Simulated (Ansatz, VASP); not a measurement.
InPd in VASP and in Ansatz

File INCAR:

```
PREC = Accurate
ENCUT = 520
EDIFF = 1E-7
ISMEAR = 0
SIGMA = 0.15
LREAL = False
LASPH = True
NELM = 60
ALGO = Fast
ISIF = 2
LWAVE = False
LCHARG = False
GGA = PE
NBANDS = 18
```

Contents of KPOINTS:

```
Automatic mesh
0
Gamma
  14 14 14
```

File POSCAR:

```
InPd
1.0
    3.2718847800      0.0000000000      0.0000000000
    0.0000000000      3.2718847800      0.0000000000
    0.0000000000      0.0000000000      3.2718847800
In Pd
1 1
Direct
    0.0000000000      0.0000000000      0.0000000000
    0.4027477821      0.4027477821      0.3624645945
```

Input for Ansatz:

```yaml
crystal:
  lattice:
    - [3.27188478, 0.0, 0.0]
    - [0.0, 3.27188478, 0.0]
    - [0.0, 0.0, 3.27188478]
  atoms:
    - { symbol: In, position: [0.0, 0.0, 0.0] }
    - { symbol: Pd, position: [0.4027477821, 0.4027477821, 0.3624645945] }
basis:
  ecutwfc: 420
kpoints:
  mp_grid: { grid: [14, 14, 14] }
hamiltonian:
  xc: pbe
scf:
  occupations: { method: gaussian, width: 0.15 }
output:
  forces: true
  stress: true
  eigenvalues: true
```

Alike in both runs: task single point; functional PBE; k mesh 14 × 14 × 14; occupations gaussian, width 0.15 eV; no spin polarisation.

```csv
,VASP,Ansatz
version,VASP 6.6.1,Ansatz 0.2.0
potentials or method,"VASP PAW PBE potentials, release 64 (In_d, Pd), cutoff 520 eV","scalar-relativistic, plane waves, PAW"
valence electrons in the cell,23,31
```

VASP gave:

* gap on the k mesh at the Fermi level (eV): none
* rms of the force components (eV/Å): 4.098

Q: Which values does Ansatz return?

A: gap on the k mesh at the Fermi level (eV): none; rms of the force components (eV/Å): 4.123.

Atom by atom the forces differ by 0.025 eV/Å (rms over components). A gap of «none» marks a metal or a gap that the smearing closes. VASP's potentials hold 23 valence electrons a cell and Ansatz's 31, so a difference there can come from the potentials and not from the codes.
